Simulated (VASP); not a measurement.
Set up this calculation in VASP 6.6.1, as the native input.

```yaml
Task: single point
Functional: PBEsol
Potentials_or_basis: VASP PAW PBE potentials, release 64 (W_sv, Se)
Cutoff: 520 eV
k_mesh: 9 × 9 × 2
Occupations: gaussian, width 0.05 eV
Spin: no spin polarisation
Dipole_correction: no
Further_INCAR_settings: ALGO = Normal; EDIFF = 1e-07; NBANDS = 35
```

The structure of WSe2 lies in POSCAR:

```
WSe2
1.0
    3.2705808386      0.0000000000      0.0000000000
   -1.6352904193      2.8324060913      0.0000000000
    0.0000000000      0.0000000000     23.9869951139
W Se
2 4
Direct
    0.5820639573      0.3333333333      0.1030200584
    0.3333333333      0.6666666667      0.8623778584
    0.3333333333      0.6666666667      0.2073407565
    0.6666666667      0.3333333333      0.9321940382
    0.3333333333      0.6666666667      0.0678059618
    0.6666666667      0.3333333333      0.7926592435
```

This cell differs from its parent crystal: atom 1 (W) moved by -0.277 Å along [1 0 0] and -0.830 Å along [0 0 1].

The input as run:

INCAR

```
SYSTEM = WSe2
ALGO = Normal ; EDIFF = 1E-7
ENCUT = 520 ; GGA = PS
ISIF = 2 ; ISMEAR = 0
LASPH = .True. ; LCHARG = .False.
LREAL = .False. ; LWAVE = .False.
NBANDS = 35 ; NELM = 60
PREC = Accurate ; SIGMA = 0.05
```

KPOINTS

```
k-points
0
Gamma
  9 9 2
  0 0 0
```

Potentials or basis: VASP PAW PBE potentials, release 64 (W_sv, Se).

Command:

```bash
$ cat potpaw_PBE.64/W_sv/POTCAR potpaw_PBE.64/Se/POTCAR > POTCAR
$ mpirun -np 1 vasp_std > vasp.out
```

Results of the run:

| Quantity | Value |
| --- | --- |
| Largest force | 24.818 eV/Å |
| Band gap on the k mesh | zero (bands 26 and 27 overlap by 2.08 eV) |

Caveat: the cell differs from its parent crystal (atom 1 (W) moved by -0.277 Å along [1 0 0] and -0.830 Å along [0 0 1]); atoms lie so close that the PAW spheres overlap strongly, which falsifies energies and pressures; the PAW data sets were made with another functional, which shifts forces and pressure a little; spin-orbit coupling is left out, which moves the levels of the heavy elements.

Run time: 14 min on 1 thread of AMD EPYC 7R13 Processor (Zen 3), on a shared host, peak memory 0.63 GiB.
